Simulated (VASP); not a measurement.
Wanted: the native input for a VASP 6.6.1 run.

| Item | Value |
| --- | --- |
| Task | single point |
| Functional | LDA |
| Potentials or basis | VASP PAW LDA potentials, release 64 (Fe) |
| Cutoff | 520 eV |
| k mesh | 22 × 22 × 22 |
| Occupations | gaussian, width 0.05 eV |
| Spin | collinear spin, ferromagnetic start |
| Starting moments | [2.48] μB |
| Dipole correction | no |
| Further INCAR settings | ALGO = Normal; EDIFF = 1e-06; NBANDS = 14 |

The structure of Fe lies in POSCAR:

```
Fe
1.0
   -1.3932011820      1.3932011820      1.3932011820
    1.3932011820     -1.3932011820      1.3932011820
    1.3932011820      1.3932011820     -1.3932011820
Fe
1
Direct
    0.0000000000      0.0000000000      0.0000000000
```

One way to write it, as run:

INCAR

```
SYSTEM = Fe
ALGO = Normal
EDIFF = 1E-6
ENCUT = 520
ISIF = 2
ISMEAR = 0
ISPIN = 2
LASPH = .TRUE.
LCHARG = .FALSE.
LMAXMIX = 4
LORBIT = 11
LREAL = .FALSE.
LWAVE = .FALSE.
MAGMOM = 2.48
NBANDS = 14
NELM = 150
PREC = Accurate
SIGMA = 0.05
```

KPOINTS

```
k-points
0
G
  22 22 22
  0 0 0
```

Potentials or basis: VASP PAW LDA potentials, release 64 (Fe).

Command:

```bash
$ cat potpaw_LDA.64/Fe/POTCAR > POTCAR
$ mpirun -np 1 vasp_std > vasp.out
```

Results of the run:

* Pressure: -9.4 GPa
* Net moment: 2.05 μB per cell
* Site moments: Fe +2.02 μB
* Valence electrons inside the program's atomic spheres: Fe 7.38

Caveat: the cell stands under tension.

It took 35 s on 1 thread of Intel(R) Xeon(R) 6975P-C (Granite Rapids) (shared host), peak memory 0.18 GiB.
